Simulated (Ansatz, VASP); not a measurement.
**Two plane-wave programs on P**

```
P
1.0
    -4.89587    0.00000    0.00000
     0.00000    0.00000    4.89587
     0.00000    4.89587    0.00000
P
8
Direct
  0.50000 0.00000 0.00000
  0.50000 0.50000 0.00000
  0.50000 0.00000 0.50000
  0.50000 0.50000 0.50000
  0.00000 0.00000 0.00000
  0.00000 0.50000 0.00000
  0.00000 0.00000 0.50000
  0.00000 0.50000 0.50000
```

Alike in both runs: task relaxation of cell and atoms; functional PBE; k mesh 6 × 6 × 6; occupations gaussian, width 0.1 eV; no spin polarisation.

```csv
,VASP,Ansatz
version,VASP 6.6.1,Ansatz 0.2.0
potentials or method,"VASP PAW PBE potentials, release 64 (P), cutoff 600 eV","scalar-relativistic, plane waves, PAW"
valence electrons in the cell,40,40
```

Ansatz gave:

| Item | Value |
| --- | --- |
| gap on the k mesh at the Fermi level, each at its own relaxed structure (eV) | none |
| relaxed volume (Å³/atom) | 14.56 |
| relaxed cell length with the largest relative difference (Å) | 4.884 |

Task: What did VASP give for the same quantities?

Result: gap on the k mesh at the Fermi level, each at its own relaxed structure (eV): none; relaxed volume (Å³/atom): 14.53; relaxed cell length with the largest relative difference (Å): 4.880.

A gap of «none» marks a metal or a gap that the smearing closes.
